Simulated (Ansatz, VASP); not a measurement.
## Tl2S: VASP beside Ansatz

```
Tl S
1.0
     5.53409    0.00000    0.00000
    -2.76705    4.79267    0.00000
     0.00000    0.00000   23.80000
Tl S
2 1
Direct
  0.33333 0.66667 0.29412
  0.66667 0.33333 0.29412
  0.00000 0.00000 0.29412
```

Alike in both runs: functional PBE; k mesh 6 × 6 × 1; occupations gaussian, width 0.1 eV; no spin polarisation.

Ansatz relaxed the structure, and its values are those at the end. VASP's run is a single point on that final structure, the one shown.

|  | VASP | Ansatz |
| --- | --- | --- |
| version | VASP 6.6.1 | Ansatz 0.2.0 |
| potentials or method | VASP PAW PBE potentials, release 64 (Tl_d, S), cutoff 520 eV | scalar-relativistic, plane waves, PAW |
| valence electrons in the cell | 32 | 32 |

Ansatz gave:

| Property | Result |
| --- | --- |
| gap on the k mesh at the Fermi level (eV) | 0.49 |
| least direct gap on the mesh (eV) | 1.00 |

**Question.** Which values does VASP return?

**Answer.** gap on the k mesh at the Fermi level (eV): 0.50; least direct gap on the mesh (eV): 1.00.

Neither program's run includes spin-orbit coupling.
